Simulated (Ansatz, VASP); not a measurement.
## WS2 in VASP and in Ansatz

File POSCAR:

```
WS2
1.0
    1.5911317569      0.9186403483      6.5478540604
   -1.5911317569      0.9186403483      6.5478540604
    0.0000000000     -1.8372806962      6.5478540605
W S
1 2
Direct
    0.0006740937      0.0006740937      0.0006740937
    0.2546440435      0.2546440435      0.2546440435
    0.4133818628      0.4133818628      0.4133818628
```

INCAR.step1

```
SYSTEM = WS2
PREC = Accurate
ENCUT = 550
ISMEAR = 0
SIGMA = 0.02
LREAL = .False.
LASPH = .True.
NELM = 120
NBANDS = 20
GGA = PE
ALGO = Normal
EDIFF = 1E-5
LWAVE = .True.
LCHARG = .False.
GGA_COMPAT = .False.
```

Contents of INCAR.step2:

```
SYSTEM = WS2
PREC = Accurate
ENCUT = 550
EDIFF = 1E-6
ISMEAR = 0
SIGMA = 0.02
LREAL = .False.
LASPH = .True.
NELM = 120
ALGO = Normal
ISIF = 2
LWAVE = .False.
LCHARG = .False.
METAGGA = R2SCAN
LMIXTAU = .True.
NBANDS = 20
ISTART = 1
GGA_COMPAT = .False.
```

Contents of KPOINTS:

```
regular mesh
0
Gamma
  12 12 12
  0 0 0
```

Input for Ansatz:

```yaml
crystal:
  lattice:
    - [1.5911317623, 0.9186403513, 6.5478539963]
    - [-1.5911317623, 0.9186403513, 6.5478539963]
    - [0.0, -1.8372807026, 6.5478539963]
  atoms:
    - { symbol: W, position: [0.0006740938, 0.0006740938, 0.0006740938] }
    - { symbol: S, position: [0.2546440426, 0.2546440426, 0.2546440426] }
    - { symbol: S, position: [0.4133818636, 0.4133818636, 0.4133818636] }
basis:
  ecutwfc: 500
kpoints:
  mp_grid: { grid: [12, 12, 12] }
  band_path: { path: [VBM, CBM], npoints: 2 }
hamiltonian:
  xc: r2scan
scf:
  occupations: { method: gaussian, width: 0.02 }
output:
  forces: false
  stress: false
  eigenvalues: true
checkpoint:
  read: start.run
  write: ck
  compress: false
  write_wavefunctions: false
  write_every: 100000
```

Alike in both runs: task single point; functional r2SCAN; k mesh 12 × 12 × 12; occupations gaussian, width 0.02 eV; no spin polarisation.

|  | VASP | Ansatz |
| --- | --- | --- |
| version | VASP 6.6.1 | Ansatz 0.2.0 |
| potentials or method | VASP PAW PBE potentials, release 64 (W_sv, S), cutoff 550 eV | scalar-relativistic, plane waves, PAW |
| valence electrons in the cell | 26 | 26 |

```tsv
	VASP	Ansatz	Ansatz less VASP
gap on the k mesh at the Fermi level (eV)	1.39	1.37	-0.020
least direct gap on the mesh (eV)	1.92	1.92	-0.004
```

VASP's potentials were made for PBE, not for r2SCAN.

Neither program's run includes spin-orbit coupling.
